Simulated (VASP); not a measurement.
Write the native input for VASP 6.6.1 that does the following.

| Quantity | Value |
| --- | --- |
| Task | single point |
| Functional | PBEsol |
| Potentials or basis | VASP PAW PBE potentials, release 64 (Zr_sv, Si) |
| Cutoff | 520 eV |
| k mesh | 10 × 10 × 10 |
| Occupations | gaussian, width 0.15 eV |
| Spin | no spin polarisation |
| Dipole correction | no |
| Further INCAR settings | ALGO = Normal; EDIFF = 1e-06; NBANDS = 29 |

The structure of ZrSi2 lies in POSCAR:

```
ZrSi2
1.0
    1.8371292758     -7.2829450145      0.0000000000
    1.8371292758      7.2829450145      0.0000000000
    0.0000000000      0.0000000000      3.6567655751
Zr Si
2 4
Direct
    0.8952826024      0.1047173976      0.7500000000
    0.1047173976      0.8952826024      0.2500000000
    0.5539585034      0.4460414966      0.7500000000
    0.4460414966      0.5539585034      0.2500000000
    0.2502317899      0.7497682101      0.7500000000
    0.7497682101      0.2502317899      0.2500000000
```

One way to write it, as run:

INCAR

```
PREC = Accurate
ENCUT = 520
EDIFF = 1E-6
ISMEAR = 0
SIGMA = 0.15
LREAL = False
LASPH = True
NELM = 80
ALGO = Normal
ISIF = 2
LWAVE = False
LCHARG = True
GGA = PS
LELF = True
LVHAR = True
NBANDS = 29
```

KPOINTS

```
regular mesh
0
Gamma
  10 10 10
```

Potentials or basis: VASP PAW PBE potentials, release 64 (Zr_sv, Si).

Run with:

```sh
$ cat potpaw_PBE.64/Zr_sv/POTCAR potpaw_PBE.64/Si/POTCAR > POTCAR
$ mpirun -np 1 vasp_std > vasp.out
```

Results of the run:

- Pressure: 0.2 GPa
- Band gap on the k mesh: zero (band 20 reaches 10.80 eV, above the bottom of band 21 at 9.80 eV)

Caveat: the PAW data sets were made with another functional, which shifts forces and pressure a little.

Run time: 13 min on 1 thread of Intel(R) Xeon(R) Platinum 8259CL CPU @ 2.50GHz (Skylake/Cascade Lake) (shared host), peak memory 0.58 GiB.
